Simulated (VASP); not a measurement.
B:

```
B
1.0
     1.31080    0.75679    9.11490
    -1.31080    0.75679    9.11490
     0.00000   -1.51359    9.11490
B
4
Direct
  0.91756 0.91756 0.91756
  0.25089 0.25089 0.25089
  0.74911 0.74911 0.74911
  0.08244 0.08244 0.08244
```

- Program: VASP 6.6.1
- Task: relaxation of cell and atoms
- Functional: PBE
- Potentials or basis: VASP PAW PBE potentials, release 64 (B)
- Cutoff: 500 eV
- k mesh: 12 × 12 × 12
- Occupations: gaussian, width 0.1 eV
- Spin: no spin polarisation

At the start: pressure 38.8 GPa; volume 13.56 Å³/atom.

How do energy, volume and symmetry change on relaxing?

Over 4 steps the energy falls by 502.8 meV/atom and the volume is 16.85 Å³/atom (+24.2 %); space group R-3m (No. 166, to 0.1 Å) before and after.

The path:
```tsv
step	energy change (eV)	largest force (eV/Å)	pressure (GPa)	volume (Å³)
1	0.0000	0.0021	38.83	54.25
2	-0.5866	0.0029	-16.00	83.11
3	-2.0081	0.0015	-1.10	67.90
4	-2.0113	0.0015	-0.24	67.40
```

Final structure:
```
B
1.0
     1.46163    0.84388    9.10744
    -1.46163    0.84388    9.10744
     0.00000   -1.68775    9.10744
B
4
Direct
  0.91756 0.91756 0.91756
  0.25089 0.25089 0.25089
  0.74911 0.74911 0.74911
  0.08244 0.08244 0.08244
```

Caveat: the volume moved by over 15 % at a fixed basis, so the end points are rough.
